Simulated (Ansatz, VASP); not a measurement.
One calculation of Rb, two programs

File INCAR:

```
SYSTEM = Rb
PREC = Accurate
ENCUT = 520
EDIFF = 1E-6
ISMEAR = -1
SIGMA = 0.05
LREAL = .False.
LASPH = .True.
NELM = 80
ALGO = Normal
ISIF = 2
LWAVE = .False.
LCHARG = .False.
GGA = PS
NBANDS = 10
```

File KPOINTS:

```
regular mesh
0
Gamma
  8 8 8
  0 0 0
```

POSCAR

```
Rb
1.0
   -2.8429252871      2.8429252871      2.8429252871
    2.8429252871     -2.8429252871      2.8429252871
    2.8429252871      2.8429252871     -2.8429252871
Rb
1
Direct
    0.0000000000      0.0000000000      0.0000000000
```

Input for Ansatz:

```yaml
crystal:
  lattice:
    - [-2.8429252871, 2.8429252871, 2.8429252871]
    - [2.8429252871, -2.8429252871, 2.8429252871]
    - [2.8429252871, 2.8429252871, -2.8429252871]
  atoms:
    - { symbol: Rb, position: [0.0, 0.0, 0.0] }
kpoints:
  mp_grid: { grid: [8, 8, 8] }
  band_path:
    path:
      - [0.0, 0.0, 0.0]
      - [0.5, -0.5, 0.5]
      - [0.0, 0.0, 0.5]
      - [0.0, 0.0, 0.0]
      - [0.25, 0.25, 0.25]
      - [0.5, -0.5, 0.5]
      - [0.25, 0.25, 0.25]
      - [0.0, 0.0, 0.5]
    npoints: 5
scf:
  occupations: { method: fermi_dirac, width: 0.05 }
hamiltonian:
  xc: pbesol
  pseudopotentials: { kind: all_electron, lapw: { basis_error: 0.001 } }
output:
  forces: true
  stress: true
  eigenvalues: true
```

Change from the starting cell: volume scaled by 1.04.

Alike in both runs: task single point; functional PBEsol; k mesh 8 × 8 × 8; occupations fermi-dirac, width 0.05 eV; no spin polarisation.

|  | VASP | Ansatz |
| --- | --- | --- |
| version | VASP 6.6.1 | Ansatz 0.2.0 |
| potentials or method | VASP PAW PBE potentials, release 64 (Rb_sv), cutoff 520 eV | all-electron LAPW, scalar-relativistic |

```tsv
	VASP	Ansatz	Ansatz less VASP
pressure (GPa)	-0.2	-0.2	0.00
```

VASP's potentials were made for PBE, not for PBEsol. Ansatz ran all-electron here, and VASP with PAW potentials.
